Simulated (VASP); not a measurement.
A run of VASP 6.6.1 is set up as follows.

INCAR

```
ALGO     = Normal         # electronic algorithm
EDIFF    = 1E-7           # SCF threshold, eV
ENCUT    = 520            # plane-wave cutoff, eV
GGA      = PS             # functional
ISIF     = 2              # what is computed and relaxed
ISMEAR   = 0              # smearing method
LASPH    = True           # aspherical terms in the spheres
LCHARG   = True           # write CHGCAR
LELF     = True           # ELF
LREAL    = False          # projectors in reciprocal space
LVHAR    = True         
LWAVE    = False          # write WAVECAR
NBANDS   = 11             # bands
NELM     = 80             # most SCF steps
PREC     = Accurate       # precision mode
SIGMA    = 0.01           # smearing width, eV
```

KPOINTS

```
k-points
0
Gamma
  8 8 8
```

The input POSCAR:

```
BeTe
1.0
    2.7747480777      2.7747480777      0.0000000000
   -2.7747480777      2.7747480777      0.0000000000
    0.0000000000      2.7747480777      2.8256201302
Be Te
1 1
Direct
    0.0000000000      0.0000000000      0.0000000000
    0.7500000000      0.2500000000      0.5000000000
```

Potentials or basis: VASP PAW PBE potentials, release 64 (Be, Te).

Launch:

```bash
$ cat potpaw_PBE.64/Be/POTCAR potpaw_PBE.64/Te/POTCAR > POTCAR
$ mpirun -np 1 vasp_std > vasp.out
```

Problem. Estimate the pressure.

Solution. 1.0 GPa.

Problem. Estimate the band gap on the k mesh.

Solution. 1.71 eV, indirect (least direct gap 3.53 eV).

Stress tensor (GPa, compression positive):
```
1.35 0.00 0.00
0.00 1.35 0.00
0.00 0.00 0.22
```

Caveat: the cell differs from its parent crystal (in-plane strain -0.01, then relaxed in part); the PAW data sets were made with another functional, which shifts forces and pressure a little; spin-orbit coupling is left out, which moves the levels of the heavy elements. A k mesh can miss the band edges.
